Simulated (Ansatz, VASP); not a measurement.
**Two plane-wave programs on Ru**

```
CELL_PARAMETERS angstrom
2.52242 0.00000 0.00000
0.00000 2.52242 0.00000
0.00000 0.00000 2.52242
ATOMIC_POSITIONS crystal
Ru 0.00000 0.00000 0.00000
```

Alike in both runs: functional revPBE; k mesh 13 × 13 × 13; occupations fermi-dirac, width 0.1 eV; no spin polarisation.

Ansatz relaxed the structure, and its values are those at the end. VASP's run is a single point on that final structure, the one shown.

|  | VASP | Ansatz |
| --- | --- | --- |
| version | VASP 6.6.1 | Ansatz 0.2.0 |
| potentials or method | VASP PAW PBE potentials, release 64 (Ru_pv), cutoff 520 eV | plane waves (420 eV) with PAW, scalar-relativistic |
| valence electrons in the cell | 14 | 16 |

|  | VASP | Ansatz | Ansatz less VASP |
| --- | --- | --- | --- |
| pressure (GPa) | 0.0 | 0.0 | -0.08 |

VASP's potentials were made for PBE, not for revPBE. VASP's potentials hold 14 valence electrons a cell and Ansatz's 16, so a difference there can come from the potentials and not from the codes.
